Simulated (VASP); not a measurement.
SnTe:

```
Te Sn
1.0
     0.00000    3.61115    3.61115
     3.61115    0.00000    3.61115
     3.61115    3.61115    0.00000
Te Sn
1 1
Direct
  0.25000 0.25000 0.25000
  0.00000 0.00000 0.00000
```

Base run:

```yaml
Program: VASP 6.6.1
Functional: HF
Potentials_or_basis: VASP PAW PBE potentials, release 64 (Te, Sn_d)
Cutoff: 520 eV
k_mesh: 4 × 4 × 4
Occupations: fermi-dirac, width 0.05 eV
Spin: no spin polarisation
```

Its results: band gap on the k mesh 4.17 eV, indirect (least direct gap 5.16 eV); pressure 1.0 GPa.

Task: The run is repeated on the same cell with these changes: functional from HF to r2SCAN. What comes out?

Result: Band gap on the k mesh 0.16 eV, indirect (least direct gap 0.90 eV); pressure -0.8 GPa.

HF gives the wider gap, since exact exchange removes part of the self-interaction.

Caveats: the PAW data sets were made with another functional, which shifts forces and pressure a little; spin-orbit coupling is left out, which moves the levels of the heavy elements.

A k mesh can miss the band edges.
